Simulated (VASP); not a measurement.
The system is Ge.

```xyz
4
Lattice="3.9976 0.0000 0.0000 -1.9988 3.4620 0.0000 0.0000 0.0000 6.5994" Properties=species:S:1:pos:R:3 pbc="T T T"
Ge    1.9988    1.1540    0.4151
Ge    0.0000    2.3080    3.7148
Ge    1.9988    1.1540    2.8846
Ge    0.0000    2.3080    6.1843
```

This isn't the form of Ge at room conditions, which is diamond.

```yaml
Program: VASP 6.6.1
Task: relaxation of cell and atoms
Functional: PBEsol
Dispersion: D3(BJ)
Potentials_or_basis: VASP PAW PBE potentials, release 64 (Ge_d)
Cutoff: 500 eV
k_mesh: 7 × 7 × 4
Occupations: gaussian, width 0.15 eV
Spin: no spin polarisation
```

At the start: pressure -2.0 GPa; volume 22.83 Å³/atom.

Question: How do energy, volume and symmetry change on relaxing?

Answer: Over 6 steps the energy falls by 4.3 meV/atom and the volume is 22.18 Å³/atom (-2.9 %); space group P6_3/mmc (No. 194, to 0.1 Å) before and after.

Step by step:
```
step  energy change (eV)  largest force (eV/Å)  pressure (GPa)  volume (Å³)
   1              0.0000                0.0014           -1.95        91.33
   2             -0.0145                0.0228            0.82        87.70
   3             -0.0170                0.0173            0.02        88.67
   4             -0.0170                0.0170           -0.03        88.72
   5             -0.0171                0.0061           -0.03        88.72
   6             -0.0171                0.0010           -0.04        88.72
```

Final structure:
```
CELL_PARAMETERS angstrom
3.96351 0.00000 0.00000
-1.98176 3.43250 0.00000
0.00000 0.00000 6.52150
ATOMIC_POSITIONS crystal
Ge 0.66667 0.33333 0.06270
Ge 0.33333 0.66667 0.56270
Ge 0.66667 0.33333 0.43730
Ge 0.33333 0.66667 0.93730
```

Caveat: the PAW data sets were made with another functional, which shifts forces and pressure a little.
